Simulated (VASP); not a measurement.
Wanted: the native input for a VASP 6.6.1 run.

| Property | Result |
| --- | --- |
| Task | single point |
| Functional | PBE |
| Potentials or basis | VASP PAW PBE potentials, release 64 (Ge_d) |
| Cutoff | 520 eV |
| k mesh | 12 × 12 × 16 |
| Occupations | gaussian, width 0.1 eV |
| Spin | no spin polarisation |
| Dipole correction | no |
| Further INCAR settings | ALGO = Normal; EDIFF = 1e-07; NBANDS = 28 |

The structure of Ge lies in POSCAR:

```
Ge
1.0
    4.8855895554      0.0000000000      0.0000000000
   -2.4427947777      4.2310446674      0.0000000000
    0.0000000000      0.0000000000      2.8117709808
Ge
3
Direct
    0.3333333333      0.6666666667      0.5000000000
    0.0000000000      0.0000000000      0.0000000000
    0.6666666667      0.3333333333      0.5000000000
```

This isn't the form of Ge at room conditions, which is diamond.

These files were run (other wordings do the same):

INCAR

```
PREC     = Accurate       # precision mode
ENCUT    = 520            # plane-wave cutoff, eV
EDIFF    = 1E-7           # SCF threshold, eV
ISMEAR   = 0              # smearing method
SIGMA    = 0.1            # smearing width, eV
LREAL    = False          # projectors in reciprocal space
LASPH    = True           # aspherical terms in the spheres
NELM     = 60             # most SCF steps
ALGO     = Normal         # electronic algorithm
ISIF     = 2              # what is computed and relaxed
LWAVE    = False          # write WAVECAR
LCHARG   = False          # write CHGCAR
GGA      = PE             # functional
NBANDS   = 28             # bands
```

KPOINTS

```
Automatic mesh
0
Gamma
  12 12 16
```

Potentials or basis: VASP PAW PBE potentials, release 64 (Ge_d).

Run with:

```sh
$ cat potpaw_PBE.64/Ge_d/POTCAR > POTCAR
$ mpirun -np 1 vasp_std > vasp.out
```

It gave:

| Item | Value |
| --- | --- |
| Pressure | 0.0 GPa |
| Band gap on the k mesh | zero (bands 21 and 22 overlap by 5.07 eV) |

Wall time 2.7 min on 1 thread of Intel(R) Xeon(R) Platinum 8259CL CPU @ 2.50GHz (Skylake/Cascade Lake), with other jobs on the host, peak memory 0.32 GiB.
